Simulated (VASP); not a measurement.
Set up this calculation in VASP 6.6.1, as the native input.

```
Task                   : single point
Functional             : LDA
Potentials or basis    : VASP PAW LDA potentials, release 64 (Mo_sv, S)
Cutoff                 : 500 eV
k mesh                 : 6 × 6 × 6
Occupations            : gaussian, width 0.05 eV
Spin                   : collinear spin
Starting moments       : [2.0, 0.0, 0.0] μB
Hubbard terms          : Mo d U = 3.0 eV, J = 0.7 eV
Dipole correction      : no
LDAUTYPE               : 1
Hund's J               : 0.7
Further INCAR settings : ALGO = Normal; EDIFF = 1e-06; NBANDS = 24
```

The structure of MoS2 lies in POSCAR:

```
MoS2
1.0
    0.0000000000      2.9959514200      2.9959514200
    2.9959514200      0.0000000000      2.9959514200
    2.9959514200      2.9959514200      0.0000000000
Mo S
1 2
Direct
    0.0000000000      0.0000000000      0.0000000000
    0.2500000000      0.2500000000      0.2500000000
    0.7500000000      0.7500000000      0.7500000000
```

The input as run:

INCAR

```
  ALGO = Normal
  EDIFF = 1E-6
  ENCUT = 500
  GGA = CA
  GGA_COMPAT = F
  ISIF = 2
  ISMEAR = 0
  ISPIN = 2
  LASPH = T
  LCHARG = F
  LDAU = T
  LDAUJ = 0.7 0
  LDAUL = 2 -1
  LDAUPRINT = 1
  LDAUTYPE = 1
  LDAUU = 3 0
  LMAXMIX = 4
  LORBIT = 11
  LREAL = F
  LWAVE = F
  MAGMOM = 2 0 0
  NBANDS = 24
  NELM = 200
  PREC = Accurate
  SIGMA = 0.05
```

KPOINTS

```
k-points
0
Gamma
  6 6 6
```

Potentials or basis: VASP PAW LDA potentials, release 64 (Mo_sv, S).

The run is started by

```console
$ cat potpaw_LDA.64/Mo_sv/POTCAR potpaw_LDA.64/S/POTCAR > POTCAR
$ mpirun -np 1 vasp_std > vasp.out
```

Results of the run:

- Pressure: -7.6 GPa
- Net moment: 1.87 μB per cell
- Site moments: Mo +1.63; S -0.01 μB
- Valence electrons inside the program's atomic spheres: Mo 12.12; S 3.68

Caveat: the cell stands under tension.

Wall time 56 s on 1 thread of Intel Xeon 8259CL, with other jobs on the host, peak memory 0.17 GiB.
